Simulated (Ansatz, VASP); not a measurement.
Ni: VASP beside Ansatz

Contents of INCAR:

```
SYSTEM = Ni
  ALGO = Fast
  EDIFF = 1E-7
  ENCUT = 520
  GGA = PE
  ISIF = 2
  ISMEAR = 0
  ISPIN = 2
  LASPH = .TRUE.
  LCHARG = .TRUE.
  LELF = .TRUE.
  LMAXMIX = 4
  LORBIT = 11
  LREAL = .FALSE.
  LVHAR = .TRUE.
  LWAVE = .FALSE.
  MAGMOM = 0.76
  NBANDS = 15
  NELM = 150
  PREC = Accurate
  SIGMA = 0.05
```

KPOINTS

```
k-points
0
G
  22 22 22
  0 0 0
```

POSCAR

```
Ni
1.0
    0.0000000000      1.7355322507      1.7355322507
    1.7355322507      0.0000000000      1.7355322507
    1.7355322507      1.7355322507      0.0000000000
Ni
1
Direct
    0.0000000000      0.0000000000      0.0000000000
```

Input for Ansatz:

```yaml
crystal:
  lattice:
    - [0.0, 1.7355322507, 1.7355322507]
    - [1.7355322507, 0.0, 1.7355322507]
    - [1.7355322507, 1.7355322507, 0.0]
  atoms:
    - { symbol: Ni, position: [0.0, 0.0, 0.0], spin: 0.76 }
basis:
  ecutwfc: 420
  ecutrho_ratio: 4
kpoints:
  mp_grid: { grid: [22, 22, 22] }
hamiltonian:
  xc: pbe
scf:
  occupations: { method: gaussian, width: 0.05 }
output:
  forces: true
  stress: true
  eigenvalues: true
  populations: true
magnetization:
  spin_polarized: true
```

Alike in both runs: task single point; functional PBE; k mesh 22 × 22 × 22; occupations gaussian, width 0.05 eV; collinear spin.

|  | VASP | Ansatz |
| --- | --- | --- |
| version | VASP 6.6.1 | Ansatz 0.2.0 |
| potentials or method | VASP PAW PBE potentials, release 64 (Ni), cutoff 520 eV | scalar-relativistic, plane waves, PAW |
| valence electrons in the cell | 10 | 18 |

Ansatz gave:

```
gap on the k mesh at the Fermi level (eV)                     : none
pressure (GPa)                                                : 9.0
net moment per atom (μB)                                      : 0.65
size of the moment on the site where the two differ most (μB) : 0.68
```

Task: Estimate VASP's values.

Result: gap on the k mesh at the Fermi level (eV): none; pressure (GPa): 8.9; net moment per atom (μB): 0.64; size of the moment on the site where the two differ most (μB): 0.65.

Site moments also hang on the region over which each program counts them. A gap of «none» marks a metal or a gap that the smearing closes. The functional is the same, so the differences come from potentials, cutoffs and numerics. VASP's potentials hold 10 valence electrons a cell and Ansatz's 18, so a difference there can come from the potentials and not from the codes.
